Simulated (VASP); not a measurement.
A run of VASP 6.6.1:

File INCAR:

```
SYSTEM = Rb
PREC = Accurate
ENCUT = 520
EDIFF = 1E-6
ISMEAR = 0
SIGMA = 0.1
LREAL = .FALSE.
LASPH = .TRUE.
NELM = 60
ALGO = Normal
ISIF = 2
LWAVE = .FALSE.
LCHARG = .FALSE.
GGA = PE
NBANDS = 10
```

KPOINTS

```
regular mesh
0
G
  10 10 10
  0 0 0
```

The input POSCAR:

```
Rb
1.0
   -2.8350112228      2.8350112228      2.8350112228
    2.8350112228     -2.8350112228      2.8350112228
    2.8350112228      2.8350112228     -2.8350112228
Rb
1
Direct
    0.0000000000      0.0000000000      0.0000000000
```

Potentials or basis: VASP PAW PBE potentials, release 64 (Rb_sv).

Launch:

```bash
$ cat potpaw_PBE.64/Rb_sv/POTCAR > POTCAR
$ mpirun -np 1 vasp_std > vasp.out
```

Hardware: 1 thread of Intel Xeon 8259CL, on a shared host.

**Question.** Estimate the wall time of this run.

**Answer.** Run time: 66 s on 1 thread of Intel Xeon 8259CL, with other jobs on the host, peak memory 0.24 GiB. Counts: scf iterations 10, k points 47.
